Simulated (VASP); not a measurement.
# NaH (P6_3/mmc) in VASP: further runs, part 2 of 2

VASP 6.6.1. Earlier steps stand in the parts before.

### 3 Relaxation of cell and atoms, PBE

INCAR

```
SYSTEM = NaH
ALGO = Normal ; EDIFF = 1E-6
EDIFFG = -0.01 ; ENCUT = 600
GGA = PE ; IBRION = 2
ISIF = 3 ; ISMEAR = 0
LASPH = .TRUE. ; LCHARG = .FALSE.
LREAL = .FALSE. ; LWAVE = .FALSE.
NELM = 60 ; NSW = 65
PREC = Accurate ; SIGMA = 0.02
```

KPOINTS

```
k-points
0
G
  9 9 6
  0 0 0
```

POSCAR

```
NaH
1.0
    3.4151727150      0.0000000000      0.0000000000
   -1.7075863575      2.9576263295      0.0000000000
    0.0000000000      0.0000000000      5.5769664464
Na H
2 2
Direct
    0.0000000000      0.0000000000      0.0000000000
    0.3333333333      0.6666666667      0.5000000000
    0.6666666667      0.3333333333      0.2500000000
    0.6666666667      0.3333333333      0.7500000000
```

Potentials or basis: VASP PAW PBE potentials, release 64 (Na_pv, H).

Run with:

```
$ cat potpaw_PBE.64/Na_pv/POTCAR potpaw_PBE.64/H/POTCAR > POTCAR
$ mpirun -np 1 vasp_std > vasp.out
```

OUTCAR:

```text
SYSTEM = NaH
   EDIFF = 1E-6
   EDIFFG = -0.01
   ENCUT = 600
   GGA = PE
   IBRION = 2
   ISIF = 3
   ISMEAR = 0
   LASPH = .TRUE.
   LREAL = .FALSE.
   NELM = 60
   NSW = 65
   PREC = Accurate

 ion  position               nearest neighbor table
   1  0.000  0.000  0.000-
   2  0.333  0.667  0.500-
   3  0.667  0.333  0.250-
   4  0.667  0.333  0.750-

  LATTYP: Found a hexagonal cell.
 ALAT       =     3.4151727150
 C/A-ratio  =     1.6329968970

  Lattice vectors:

 A1 = (   3.4151727150,   0.0000000000,   0.0000000000)
 A2 = (  -1.7075863575,   2.9576263295,   0.0000000000)
 A3 = (   0.0000000000,   0.0000000000,   5.5769664464)

Analysis of symmetry for initial positions (statically):
=====================================================================
 Subroutine PRICEL returns:
 Original cell was already a primitive cell.

 Routine SETGRP: Setting up the symmetry group for a
 hexagonal supercell.

 Subroutine GETGRP returns: Found 24 space group operations
 (whereof 12 operations were pure point group operations)
 out of a pool of 24 trial point group operations.

The static configuration has the point symmetry D_3h.
 The point group associated with its full space group is D_6h.

Analysis of symmetry for dynamics (positions and initial velocities):
=====================================================================
 Subroutine PRICEL returns:
 Original cell was already a primitive cell.

 Routine SETGRP: Setting up the symmetry group for a
 hexagonal supercell.

 Subroutine GETGRP returns: Found 24 space group operations
 (whereof 12 operations were pure point group operations)
 out of a pool of 24 trial point group operations.

The dynamic configuration has the point symmetry D_3h.
 The point group associated with its full space group is D_6h.

 Subroutine INISYM returns: Found 24 space group operations
 (whereof 12 operations are pure point group operations),
 and found     1 'primitive' translations

----------------------------------------------------------------------------------------

                                     Primitive cell

  volume of cell :      56.3318

  direct lattice vectors                    reciprocal lattice vectors
     3.415172715  0.000000000  0.000000000     0.292810960  0.169054486  0.000000000
    -1.707586358  2.957626330  0.000000000     0.000000000  0.338108973  0.000000000
     0.000000000  0.000000000  5.576966446     0.000000000  0.000000000  0.179308950

  length of vectors
     3.415172715  3.415172715  5.576966446     0.338108973  0.338108973  0.179308950

  position of ions in fractional coordinates (direct lattice)
     0.000000000  0.000000000  0.000000000
     0.333333333  0.666666667  0.500000000
     0.666666667  0.333333333  0.250000000
     0.666666667  0.333333333  0.750000000

  ion indices of the primitive-cell ions
   primitive index   ion index
                 1           1
                 2           2
                 3           3
                 4           4

----------------------------------------------------------------------------------------

 KPOINTS: k-points
[... 51 lines left out ...]
   number of dos      NEDOS =    301   number of ions     NIONS =      4
   total plane-waves  NPLWV =  37632
   dimension x,y,z NGX =    28 NGY =   28 NGZ =   48
   dimension x,y,z NGXF=    56 NGYF=   56 NGZF=   96
   ions per type =               2   2
   NGX,Y,Z   is equivalent  to a cutoff of  13.63, 13.63, 14.31 a.u.
   NGXF,Y,Z  is equivalent  to a cutoff of  27.26, 27.26, 28.62 a.u.
 SYSTEM =  NaH
   PREC   = accura    normal or accurate (medium, high low for compatibility)
   ISTART =      0    job   : 0-new  1-cont  2-samecut
   ICHARG =      2    charge: 1-file 2-atom 10-const
   ISPIN  =      1    spin polarized calculation?
   LNONCOLLINEAR =      F non collinear calculations
   LSORBIT =      F    spin-orbit coupling
   LASPH  =      T    aspherical Exc in radial PAW
   ENCUT  =  600.0 eV  44.10 Ry    6.64 a.u.   6.82  6.82 11.14*2*pi/ulx,y,z
   NELM   =     60;   NELMIN=  2; NELMDL= -5     # of ELM steps
   EDIFF  = 0.1E-05   stopping-criterion for ELM
   LREAL  =      F    real-space projection
   EDIFFG = -.1E-01   stopping-criterion for IOM
   NSW    =     65    number of steps for IOM
   IBRION =      2    ionic relax: 0-MD 1-quasi-New 2-CG
   NFREE  =      1    steps in history (QN), initial steepest desc. (CG)
   ISIF   =      3    stress and relaxation
   ISYM   =      2    0-nonsym 1-usesym 2-fastsym
   POTIM  = 0.5000    time-step for ionic-motion
   TEBEG  =    0.0;   TEEND  =   0.0 temperature during run
   PSTRESS=    0.0 pullay stress
   NELECT =      16.0000    total number of electrons
   NUPDOWN=      -1.0000    fix difference up-down
   EMIN   =  10.00;   EMAX   =-10.00  energy-range for DOS
   EFERMI =   0.00;   METHOD = LEGACY
   ISMEAR =     0;   SIGMA  =   0.02  broadening in eV -4-tet -1-fermi 0-gaus
   EFERMI_NEDOS =   21; number of points for ismear=-14 and -15
   IALGO  =     38    algorithm
   IMIX   =      4    mixing-type and parameters
     AMIX     =   0.40;   BMIX     =  1.00
     AMIX_MAG =   1.60;   BMIX_MAG =  1.00
  volume/ion in A,a.u.               =      14.08        95.04
  Fermi-wavevector in a.u.,A,eV,Ry     =   1.076127  2.033585 15.756215  1.158049
  Thomas-Fermi vector in A             =   2.212003
   LORBIT       =      0    0 simple, 1 ext, 2 COOP (PROOUT), +10 PAW based schemes
   GGA     = PE    functional components
   LHFCALC =     F    Hartree Fock is set to
   AEXX    =    0.0000 exact exchange contribution
   IVDW    =     0    specifies the selected vdW correction
   LEPSILON=     F    determine dielectric tensor
   LRPA    =     F    only Hartree local field effects (RPA)
 conjugate gradient relaxation of ions
 non-spin polarized calculation
 Gauss-broadening in eV      SIGMA  =   0.02
  energy-cutoff  :      600.00
  volume of cell :       56.33
 maximum number of plane-waves:      1905
 NGX is ok and might be reduce to    28
   NGX = 13   NGY = 13   NGZ = 23

--------------------------------------- Ionic step        1  -------------------------------------------

 number of electron      15.9999997 magnetization

 Free energy of the ion-electron system (eV)
  ---------------------------------------------------
  ext. energy  EPLUGINS =         0.00000000
  ---------------------------------------------------
  free energy    TOTEN  =        -9.90809451 eV

  energy without entropy =       -9.90809451  energy(sigma->0) =       -9.90809451

------------------------ aborting loop because EDIFF is reached ----------------------------------------

  FORCE on cell =-STRESS in cart. coord.  units (eV):
  Direction    XX          YY          ZZ          XY          YZ          ZX
  --------------------------------------------------------------------------------------
  -------------------------------------------------------------------------------------
  Total       -0.4669512     -0.4669512      1.5112523     -0.0000000      0.0000000      0.0000000
  in kB      -13.2809186    -13.2809186     42.9826846     -0.0000000      0.0000000      0.0000000
  external PRESSURE =       5.4736158 kB  Pullay stress =       0.0000000 kB
[... 25 lines left out ...]
--------------------------------------- Ionic step        2  -------------------------------------------

 number of electron      15.9999992 magnetization

 E-fermi :   0.0128     XC(G=0):  -7.7262

 val. band max:       -0.1702439041   @ k =   0.3333   0.3333   0.0000
 cond. band min:       2.2295108601   @ k =   0.4444   0.1111   0.0000
 fundamental gap:      2.3997547642
 Fermi energy:         0.0127568869

 k-point     1 :       0.0000    0.0000    0.0000
  band No.  band energies     occupation
      1     -23.3393      2.00000
      2     -23.2747      2.00000
      3     -23.2747      2.00000
      4     -23.2649      2.00000
      5     -23.2649      2.00000
      6     -23.2521      2.00000
      7      -4.6939      2.00000
      8      -1.9288      2.00000
      9       2.5411      0.00000
     10       8.2914      0.00000
     11      11.2644      0.00000
     12      12.3608      0.00000
[... 420 lines left out ...]
--------------------------------------- Ionic step        4  -------------------------------------------

 number of electron      16.0000003 magnetization

 Free energy of the ion-electron system (eV)
  ---------------------------------------------------
  ext. energy  EPLUGINS =         0.00000000
  ---------------------------------------------------
  free energy    TOTEN  =        -9.95989018 eV

  energy without entropy =       -9.95989018  energy(sigma->0) =       -9.95989018

 E-fermi :  -0.1647     XC(G=0):  -7.6870

 val. band max:       -0.3002479577   @ k =   0.3333   0.3333   0.0000
 cond. band min:       2.1607941679   @ k =   0.0000   0.0000   0.0000
 fundamental gap:      2.4610421256
 Fermi energy:        -0.1647452498

 k-point     1 :       0.0000    0.0000    0.0000
  band No.  band energies     occupation
      1     -23.4032      2.00000
      2     -23.3581      2.00000
      3     -23.3581      2.00000
      4     -23.3512      2.00000
      5     -23.3512      2.00000
      6     -23.3300      2.00000
      7      -4.6990      2.00000
      8      -2.1931      2.00000
      9       2.1608      0.00000
     10       8.3092      0.00000
     11      11.3137      0.00000
     12      12.9394      0.00000
[... 376 lines left out ...]
  FREE ENERGIE OF THE ION-ELECTRON SYSTEM (eV)
  ---------------------------------------------------
  free  energy   TOTEN  =        -9.9598901845 eV

  energy  without entropy=       -9.9598901845  energy(sigma->0) =       -9.95989018

 reached required accuracy - stopping structural energy minimisation
```

CONTCAR:

```text
NaH
   1.00000000000000
     3.3536894913019486    0.0000000000000000    0.0000000000000000
    -1.6768447456509743    2.9043802958710057    0.0000000000000000
     0.0000000000000000    0.0000000000000000    5.9019096158464688
  Na              H
     2     2
Direct
     0.0000000000000000    0.0000000000000000    1.0000000000000000
     0.3333333332999970    0.6666666667000030    0.5000000000000000
     0.6666666667000030    0.3333333332999970    0.2500000000000000
     0.6666666667000030    0.3333333332999970    0.7500000000000000

  0.00000000E+00  0.00000000E+00  0.00000000E+00
  0.00000000E+00  0.00000000E+00  0.00000000E+00
  0.00000000E+00  0.00000000E+00  0.00000000E+00
  0.00000000E+00  0.00000000E+00  0.00000000E+00
```

Run time: 90 s. Hardware: 1 thread of AMD EPYC 7R43 (Zen 3), shared host; peak memory 0.17 GiB.

Results:

```yaml
Free_energy: -9.9599 eV
Relaxed_volume: 14.37 Å³/atom
Relaxed_cell: a = 3.354 Å, b = 3.354 Å, c = 5.902 Å, α = 90.00°, β = 90.00°, γ = 120.00°
Space_group_after_relaxing_to_0.05_Å: P6_3/mmc (No. 194)
Energy_gained_by_relaxing: 12.9 meV/atom
Ionic_steps: 4
Pressure_after_relaxing: -0.1 GPa
Band_gap_on_the_k_mesh: 2.46 eV, indirect (least direct gap 2.83 eV)
```

The path:
```
step  energy change (eV)  largest force (eV/Å)  pressure (GPa)  volume (Å³)
   1              0.0000                0.0000            0.55        56.33
   2             -0.0275                0.0000            0.30        56.71
   3             -0.0487                0.0000           -0.26        57.75
   4             -0.0518                0.0000           -0.07        57.49
```

Final structure:
```
CELL_PARAMETERS angstrom
3.35369 0.00000 0.00000
-1.67684 2.90438 0.00000
0.00000 0.00000 5.90191
ATOMIC_POSITIONS crystal
Na 0.00000 0.00000 0.00000
Na 0.33333 0.66667 0.50000
H 0.66667 0.33333 0.25000
H 0.66667 0.33333 0.75000
```
